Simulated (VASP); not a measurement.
## Cd2O3: single point with PBE

Crystal: Cd2O3.

```
CELL_PARAMETERS angstrom
2.67537 4.63388 0.00000
-2.67537 4.63388 0.00000
0.00000 -3.08926 4.71657
ATOMIC_POSITIONS crystal
Cd 0.35731 0.35731 0.07193
Cd 0.14269 0.14269 0.42807
Cd 0.64269 0.64269 0.92807
Cd 0.85731 0.85731 0.57193
O 0.54800 0.95200 0.75000
O 0.25000 0.54800 0.75000
O 0.95200 0.25000 0.75000
O 0.45200 0.04800 0.25000
O 0.75000 0.45200 0.25000
O 0.04800 0.75000 0.25000
```

```json
{
  "Program": "VASP 6.6.1",
  "Task": "single point",
  "Functional": "PBE",
  "Potentials or basis": "VASP PAW PBE potentials, release 64 (Cd, O)",
  "Cutoff": "520 eV",
  "k mesh": "7 × 7 × 7",
  "Occupations": "fermi-dirac, width 0.1 eV",
  "Spin": "no spin polarisation"
}
```

```json
{
 "Pressure": "32.8 GPa",
 "Largest force": "0.406 eV/Å",
 "Band gap on the k mesh": "zero (bands 42 and 43 overlap by 0.26 eV)"
}
```

Forces on the atoms (eV/Å):
```
Cd   0.000  0.000 -0.262
Cd   0.000  0.000  0.262
Cd   0.000  0.000  0.262
Cd   0.000  0.000 -0.262
O   -0.406  0.000  0.000
O    0.203 -0.352  0.000
O    0.203  0.352  0.000
O    0.406  0.000  0.000
O   -0.203  0.352  0.000
O   -0.203 -0.352  0.000
```

Stress tensor (GPa, compression positive):
```
35.43  0.00  0.00
 0.00 35.43  0.00
 0.00  0.00 27.60
```

Levels at points of the mesh, in eV from the Fermi level:
```
           k point  band 39  band 40  band 41  band 42  band 43  band 44  band 45  band 46
(0.00, 0.00, 0.00)    -0.54    -0.54    -0.08    -0.08     0.50     0.50     2.85     7.12
```

Wall time 13 min on 1 thread of AMD EPYC 7R43 64-Core Processor (Zen 3) (shared host), peak memory 0.34 GiB.

Caveat: the cell stands under pressure; semilocal functionals underestimate gaps, so a narrow gap can read as zero.
